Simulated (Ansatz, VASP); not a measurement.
**Two plane-wave programs on AlN**

The input POSCAR:

```
AlN
1.0
    0.0000000000      2.2167534630      2.1839935596
    2.2167534630      0.0000000000      2.1839935596
    2.2167534630      2.2167534630      0.0000000000
Al N
1 1
Direct
    0.0000000000      0.0000000000      0.0000000000
    0.7500000000      0.7500000000      0.7500000000
```

INCAR.step1

```
PREC = Accurate
ENCUT = 520
ISMEAR = 0
SIGMA = 0.05
LREAL = False
LASPH = True
NELM = 60
NBANDS = 11
GGA = PE
ALGO = Normal
EDIFF = 1E-4
LWAVE = True
LCHARG = False
```

File INCAR.step2:

```
PREC = Accurate
ENCUT = 520
EDIFF = 1E-7
ISMEAR = 0
SIGMA = 0.05
LREAL = False
LASPH = True
NELM = 60
ALGO = Normal
ISIF = 2
LWAVE = False
LCHARG = False
METAGGA = R2SCAN
LMIXTAU = True
NBANDS = 11
ISTART = 1
```

KPOINTS

```
Automatic mesh
0
Gamma
  10 10 10
```

Input for Ansatz:

```yaml
crystal:
  lattice:
    - [0.0, 2.216753463, 2.1839935596]
    - [2.216753463, 0.0, 2.1839935596]
    - [2.216753463, 2.216753463, 0.0]
  atoms:
    - { symbol: Al, position: [0.0, 0.0, 0.0] }
    - { symbol: "N", position: [0.75, 0.75, 0.75] }
basis:
  ecutwfc: 500
kpoints:
  mp_grid: { grid: [10, 10, 10] }
hamiltonian:
  xc: r2scan
scf:
  occupations: { method: gaussian, width: 0.05 }
output:
  forces: true
  stress: true
  eigenvalues: true
```

Change from the starting cell: strain +0.0150 x Voigt [1, 1, 0, 0, 0, 0], atoms carried along.

Alike in both runs: task single point; functional r2SCAN; k mesh 10 × 10 × 10; occupations gaussian, width 0.05 eV; no spin polarisation.

|  | VASP | Ansatz |
| --- | --- | --- |
| version | VASP 6.6.1 | Ansatz 0.2.0 |
| potentials or method | VASP PAW PBE potentials, release 64 (Al, N), cutoff 520 eV | scalar-relativistic, plane waves, PAW |
| valence electrons in the cell | 8 | 8 |

VASP gave:

```
gap on the k mesh at the Fermi level (eV)                     : 3.83
least direct gap on the mesh (eV)                             : 4.57
pressure (GPa)                                                : -6.1
traceless stress, the component that is largest in VASP (GPa) : 1.42
```

Task: Estimate Ansatz's values.

Result: gap on the k mesh at the Fermi level (eV): 3.83; least direct gap on the mesh (eV): 4.54; pressure (GPa): -5.7; traceless stress, the component that is largest in VASP (GPa): 1.41.

VASP's potentials were made for PBE, not for r2SCAN. The functional is the same, so the differences come from potentials, cutoffs and numerics.
